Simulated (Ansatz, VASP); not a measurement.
# One calculation of Sc3W, two programs

The input INCAR:

```
PREC = Accurate
ENCUT = 600
EDIFF = 1E-7
ISMEAR = 0
SIGMA = 0.1
LREAL = False
LASPH = True
NELM = 60
ALGO = Fast
ISIF = 3
LWAVE = False
LCHARG = False
GGA = PE
IBRION = 2
NSW = 100
EDIFFG = -0.01
```

Contents of KPOINTS:

```
regular mesh
0
Gamma
  12 12 12
```

POSCAR

```
Sc3W
1.0
    0.0000000000      3.4419384066      3.4419384066
    3.4419384066      0.0000000000      3.4419384066
    3.4419384066      3.4419384066      0.0000000000
Sc W
3 1
Direct
    0.2500000000      0.2500000000      0.2500000000
    0.7500000000      0.7500000000      0.7500000000
    0.5000000000      0.5000000000      0.5000000000
    0.0000000000      0.0000000000      0.0000000000
```

Input for Ansatz:

```yaml
crystal:
  lattice:
    - [0.0, 3.4419384066, 3.4419384066]
    - [3.4419384066, 0.0, 3.4419384066]
    - [3.4419384066, 3.4419384066, 0.0]
  atoms:
    - { symbol: Sc, position: [0.25, 0.25, 0.25] }
    - { symbol: Sc, position: [0.75, 0.75, 0.75] }
    - { symbol: Sc, position: [0.5, 0.5, 0.5] }
    - { symbol: W, position: [0.0, 0.0, 0.0] }
basis:
  ecutwfc: 420
kpoints:
  mp_grid: { grid: [12, 12, 12] }
hamiltonian:
  xc: pbe
scf:
  occupations: { method: gaussian, width: 0.1 }
output:
  forces: true
  stress: true
  eigenvalues: true
  write_density: true
  write_potential: true
  elf: true
  volumetric_format: npy
relax:
  adjacent_minimum: "off"
  f_tol: 0.01
  max_steps: 80
  cell: { stress_tol: 0.05 }
```

Change from the starting cell: species swapped into the LuAg3 type (Fm-3m, No. 225).

Alike in both runs: task relaxation of cell and atoms; functional PBE; k mesh 12 × 12 × 12; occupations gaussian, width 0.1 eV; no spin polarisation.

|  | VASP | Ansatz |
| --- | --- | --- |
| version | VASP 6.6.1 | Ansatz 0.2.0 |
| potentials or method | VASP PAW PBE potentials, release 64 (Sc_sv, W_sv), cutoff 600 eV | scalar-relativistic, plane waves, PAW |
| valence electrons in the cell | 47 | 47 |

Ansatz gave:

```
gap on the k mesh at the Fermi level, each at its own relaxed structure (eV) : none
relaxed volume (Å³/atom)                                                     : 20.41
relaxed cell length with the largest relative difference (Å)                 : 4.869
```

What did VASP give for the same quantities?

gap on the k mesh at the Fermi level, each at its own relaxed structure (eV): none; relaxed volume (Å³/atom): 20.44; relaxed cell length with the largest relative difference (Å): 4.872.

A gap of «none» marks a metal or a gap that the smearing closes.

Spin-orbit coupling is off throughout.
